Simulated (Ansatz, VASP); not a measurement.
## In3Se: VASP beside Ansatz

```
CELL_PARAMETERS angstrom
4.80376 0.00000 0.00000
0.00000 4.80376 0.00000
0.00000 0.00000 4.80376
ATOMIC_POSITIONS crystal
In 0.00000 0.50000 0.50000
In 0.50000 0.00000 0.50000
In 0.50000 0.50000 0.00000
Se 0.00000 0.00000 0.00000
```

Alike in both runs: task single point; functional r2SCAN; k mesh 5 × 5 × 5; occupations gaussian, width 0.3 eV; no spin polarisation.

```csv
,VASP,Ansatz
version,VASP 6.6.1,Ansatz 0.2.0
potentials or method,"VASP PAW PBE potentials, release 64 (In_d, Se), cutoff 520 eV","plane waves, PAW"
valence electrons in the cell,45,55
```

```tsv
	VASP	Ansatz	Ansatz less VASP
pressure (GPa)	-0.9	-0.9	+0.03
```

VASP's potentials were made for PBE, not for r2SCAN. VASP's potentials hold 45 valence electrons a cell and Ansatz's 55, so a difference there can come from the potentials and not from the codes.
